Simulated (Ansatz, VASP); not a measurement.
Two plane-wave programs on Ni

Contents of INCAR:

```
SYSTEM = Ni
ALGO     = Normal         ! electronic algorithm
EDIFF    = 1E-6           ! SCF threshold, eV
ENCUT    = 600            ! plane-wave cutoff, eV
GGA_COMPAT= .FALSE.      
ISIF     = 2              ! what is computed and relaxed
ISMEAR   = 1              ! smearing method
LASPH    = .TRUE.         ! aspherical terms in the spheres
LCHARG   = .FALSE.        ! write CHGCAR
LREAL    = .FALSE.        ! projectors in reciprocal space
LWAVE    = .FALSE.        ! write WAVECAR
NBANDS   = 11             ! bands
NELM     = 120            ! most SCF steps
PREC     = Accurate       ! precision mode
SIGMA    = 0.6            ! smearing width, eV
```

Contents of KPOINTS:

```
k-points
0
G
  16 16 16
  0 0 0
```

Contents of POSCAR:

```
Ni
1.0
    0.0000000000      1.7104399105      1.7104399105
    1.7104399105      0.0000000000      1.7104399105
    1.7104399105      1.7104399105      0.0000000000
Ni
1
Direct
    0.0000000000      0.0000000000      0.0000000000
```

Input for Ansatz:

```yaml
crystal:
  lattice:
    - [0.0, 1.7104399105, 1.7104399105]
    - [1.7104399105, 0.0, 1.7104399105]
    - [1.7104399105, 1.7104399105, 0.0]
  atoms:
    - { symbol: Ni, position: [0.0, 0.0, 0.0] }
hamiltonian:
  xc: lda
  pseudopotentials:
    kind: paw
    azcp:
      Ni: "pseudopotentials/Ni.paw.azcp"
basis:
  ecutwfc: 420
  fft_grid_basis: typed
kpoints:
  mp_grid: { grid: [16, 16, 16], shift: [0, 0, 0] }
magnetization:
  spin_polarized: false
scf:
  occupations: { method: cold, width: 0.6 }
  lower_state_search: "off"
output:
  stress: true
```

Alike in both runs: task single point; functional LDA; k mesh 16 × 16 × 16; no spin polarisation.

|  | VASP | Ansatz |
| --- | --- | --- |
| version | VASP 6.6.1 | Ansatz 0.2.0 |
| potentials or method | VASP PAW LDA potentials, release 64 (Ni), cutoff 600 eV | plane waves (420 eV) with PAW, scalar-relativistic |
| occupations | methfessel-paxton of order 1, width 0.6 eV | cold, width 0.6 eV |
| valence electrons in the cell | 10 | 18 |

|  | VASP | Ansatz | Ansatz less VASP |
| --- | --- | --- | --- |
| pressure (GPa) | -0.5 | -1.6 | -1.03 |

Ansatz warns that its potentials were made for another functional, while VASP's fit it. LDA's correlation is that of Perdew and Zunger in VASP and of Perdew and Wang (1992) in Ansatz. VASP's potentials hold 10 valence electrons a cell and Ansatz's 18, so a difference there can come from the potentials and not from the codes.
